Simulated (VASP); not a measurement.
A run of VASP 6.6.1:

File INCAR:

```
  ALGO = Normal
  EDIFF = 1E-7
  ENCUT = 520
  GGA = PE
  ISIF = 2
  ISMEAR = 0
  LASPH = True
  LCHARG = False
  LREAL = False
  LWAVE = False
  NBANDS = 14
  NELM = 80
  PREC = Accurate
  SIGMA = 0.01
```

The input KPOINTS:

```
k-points
0
Gamma
  6 6 6
```

Contents of POSCAR:

```
NaF
1.0
    0.0000000000      2.2726397722      2.2726397722
    2.2726397722      0.0000000000      2.2726397722
    2.2726397722      2.2726397722      0.0000000000
Na F
1 1
Direct
    0.0000000000      0.0000000000      0.0000000000
    0.5000000000      0.5000000000      0.5000000000
```

Potentials or basis: VASP PAW PBE potentials, release 64 (Na_pv, F).

Command:

```sh
$ cat potpaw_PBE.64/Na_pv/POTCAR potpaw_PBE.64/F/POTCAR > POTCAR
$ mpirun -np 1 vasp_std > vasp.out
```

Hardware: 1 thread of AMD EPYC 7R13 (shared host).

**Question.** Estimate the wall time of this run.

**Answer.** Wall time 6.6 s on 1 thread of AMD EPYC 7R13 (shared host), peak memory 0.1 GiB. Counts: scf iterations 13, k points 16.
